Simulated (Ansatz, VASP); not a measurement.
# AlN: VASP beside Ansatz

```
CELL_PARAMETERS angstrom
2.96690 0.00000 0.00000
-1.48345 2.56941 0.00000
0.00000 0.00000 4.75454
ATOMIC_POSITIONS crystal
Al 0.66667 0.33333 0.49882
Al 0.33333 0.66667 0.99882
N 0.66667 0.33333 0.88118
N 0.33333 0.66667 0.38118
```

Change from the starting cell: equal strain along all axes, cell held, atoms relaxed: -4.5 %.

Alike in both runs: functional r2SCAN; k mesh 12 × 12 × 6; occupations gaussian, width 0.02 eV; no spin polarisation.

Ansatz relaxed the structure, and its values are those at the end. VASP's run is a single point on that final structure, the one shown.

|  | VASP | Ansatz |
| --- | --- | --- |
| version | VASP 6.6.1 | Ansatz 0.2.0 |
| potentials or method | VASP PAW PBE potentials, release 64 (Al, N), cutoff 520 eV | scalar-relativistic, plane waves, PAW |
| valence electrons in the cell | 16 | 16 |

```tsv
	VASP	Ansatz	Ansatz less VASP
gap on the k mesh at the Fermi level (eV)	5.77	5.78	+0.012
least direct gap on the mesh (eV)	6.25	6.19	-0.050
pressure (GPa)	37.8	37.9	+0.08
```

VASP's potentials were made for PBE, not for r2SCAN. Both programs put the cell under a high pressure, so it lies far from rest at this level. Ansatz's warnings: stress scf threshold loose.
